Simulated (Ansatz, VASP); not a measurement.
TaN in VASP and in Ansatz

```
Ta N
1.0
     2.93800    0.00000    0.00000
    -1.46900    2.67796    0.00000
     0.00000    0.00000    2.88300
Ta N
1 1
Direct
  0.33333 0.66667 0.50000
  0.00000 0.00000 0.00000
```

Change from the starting cell: strain +0.0525 x Voigt [0, 1, 0, 0, 0, 0], atoms carried along.

Alike in both runs: task single point; functional PBE; k mesh 18 × 18 × 16; occupations fermi-dirac, width 0.02 eV; no spin polarisation.

```csv
,VASP,Ansatz
version,VASP 6.6.1,Ansatz 0.2.0
potentials or method,"VASP PAW PBE potentials, release 64 (Ta_pv, N), cutoff 520 eV","scalar-relativistic, plane waves, PAW"
valence electrons in the cell,16,18
```

VASP gave:

- gap on the k mesh at the Fermi level (eV): none
- pressure (GPa): -10.0
- traceless stress, the component that is largest in VASP (GPa): -15.24
- rms of the force components (eV/Å): 0.007

Problem. What did Ansatz give for the same quantities?

Solution. gap on the k mesh at the Fermi level (eV): none; pressure (GPa): -10.5; traceless stress, the component that is largest in VASP (GPa): -15.18; rms of the force components (eV/Å): 0.004.

Atom by atom the forces differ by 0.003 eV/Å (rms over components). A gap of «none» marks a metal or a gap that the smearing closes. VASP's potentials hold 16 valence electrons a cell and Ansatz's 18, so a difference there can come from the potentials and not from the codes.

Spin-orbit coupling is off throughout.
